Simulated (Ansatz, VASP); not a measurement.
## One calculation of Mg, two programs

INCAR

```
PREC = Accurate
ENCUT = 520
EDIFF = 1E-6
ISMEAR = -1
SIGMA = 0.05
LREAL = F
LASPH = T
NELM = 80
ALGO = Normal
ISIF = 2
LWAVE = F
LCHARG = F
GGA = PS
NBANDS = 9
```

File KPOINTS:

```
Automatic mesh
0
Gamma
  9 9 5
```

The input POSCAR:

```
Mg
1.0
    3.2016984700      0.0000000000      0.0000000000
   -1.6008492300      2.7727522100      0.0000000000
    0.0000000000      0.0000000000      5.1986000000
Mg
2
Direct
    0.3333333300      0.6666666700      0.2500000000
    0.6666666700      0.3333333300      0.7500000000
```

Input for Ansatz:

```yaml
crystal:
  lattice:
    - [3.20169847, 0.0, 0.0]
    - [-1.60084923, 2.77275221, 0.0]
    - [0.0, 0.0, 5.1986]
  atoms:
    - { symbol: Mg, position: [0.33333333, 0.66666667, 0.25] }
    - { symbol: Mg, position: [0.66666667, 0.33333333, 0.75] }
hamiltonian:
  xc: pbesol
  pseudopotentials: { kind: paw }
basis:
  ecutwfc: 420
kpoints:
  mp_grid: { grid: [9, 9, 5] }
scf:
  occupations: { method: fermi_dirac, width: 0.05 }
  lower_state_search: "off"
output:
  forces: true
  stress: true
  write_density: true
  write_potential: true
  elf: true
  volumetric_format: npy
```

Alike in both runs: task single point; functional PBEsol; k mesh 9 × 9 × 5; occupations fermi-dirac, width 0.05 eV; no spin polarisation.

```csv
,VASP,Ansatz
version,VASP 6.6.1,Ansatz 0.2.0
potentials or method,"VASP PAW PBE potentials, release 64 (Mg), cutoff 520 eV","PAW, plane waves, scalar-relativistic"
valence electrons in the cell,4,20
```

```tsv
	VASP	Ansatz	Ansatz less VASP
pressure (GPa)	-1.0	-0.9	+0.06
traceless stress, the component that is largest in VASP (GPa)	0.09	0.08	-0.008
```

VASP's potentials were made for PBE, not for PBEsol. With one functional, cell and mesh, what is left measures potentials, basis and numerics. VASP's potentials hold 4 valence electrons a cell and Ansatz's 20, so a difference there can come from the potentials and not from the codes.
